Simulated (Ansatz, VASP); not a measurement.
# Two plane-wave programs on AgCl

File INCAR:

```
SYSTEM = AgCl
PREC = Accurate ; ENCUT = 600
EDIFF = 1E-7 ; ISMEAR = -1
SIGMA = 0.05 ; LREAL = .False.
LASPH = .True. ; NELM = 100
ALGO = Normal ; ISIF = 3
LWAVE = .False. ; LCHARG = .False.
GGA = PE ; IBRION = 2
NSW = 100 ; EDIFFG = -0.005
```

Contents of KPOINTS:

```
regular mesh
0
Gamma
  11 11 6
  0 0 0
```

POSCAR

```
AgCl
1.0
    3.9900346047      0.0000000000      0.0000000000
   -1.9950173024      3.4554713297      0.0000000000
    0.0000000000      0.0000000000      6.5037564057
Ag Cl
2 2
Direct
    0.3333333333      0.6666666667      0.0000000000
    0.6666666667      0.3333333333      0.5000000000
    0.3333333333      0.6666666667      0.3760000000
    0.6666666667      0.3333333333      0.8760000000
```

Input for Ansatz:

```yaml
crystal:
  lattice:
    - [3.9900346047, 0.0, 0.0]
    - [-1.9950173024, 3.4554713297, 0.0]
    - [0.0, 0.0, 6.5037564057]
  atoms:
    - { symbol: Ag, position: [0.3333333333, 0.6666666667, 0.0] }
    - { symbol: Ag, position: [0.6666666667, 0.3333333333, 0.5] }
    - { symbol: Cl, position: [0.3333333333, 0.6666666667, 0.376] }
    - { symbol: Cl, position: [0.6666666667, 0.3333333333, 0.876] }
kpoints:
  mp_grid: { grid: [11, 11, 6] }
scf:
  occupations: { method: fermi_dirac, width: 0.05 }
hamiltonian:
  xc: pbe
  pseudopotentials: { kind: paw }
output:
  forces: true
  stress: true
relax:
  f_tol: 0.005
  max_steps: 80
  cell: {}
```

Alike in both runs: task relaxation of cell and atoms; functional PBE; k mesh 11 × 11 × 6; occupations fermi-dirac, width 0.05 eV; no spin polarisation.

```csv
,VASP,Ansatz
version,VASP 6.6.1,Ansatz 0.2.0
potentials or method,"VASP PAW PBE potentials, release 64 (Ag, Cl)","PAW with Ansatz's default frozen-core files, scalar-relativistic"
plane-wave cutoff (eV),600,420
valence electrons in the cell,36,52
```

VASP gave:

```
relaxed volume (Å³/atom)                                     : 27.72
relaxed cell length with the largest relative difference (Å) : 4.294
```

Question: What did Ansatz give for the same quantities?

Answer: Relaxed volume (Å³/atom): 27.78; relaxed cell length with the largest relative difference (Å): 4.298.

VASP's potentials hold 36 valence electrons a cell and Ansatz's 52, so a difference there can come from the potentials and not from the codes.

Noted on VASP's run: the volume moved by over 15 % at a fixed basis, so the end points are rough.
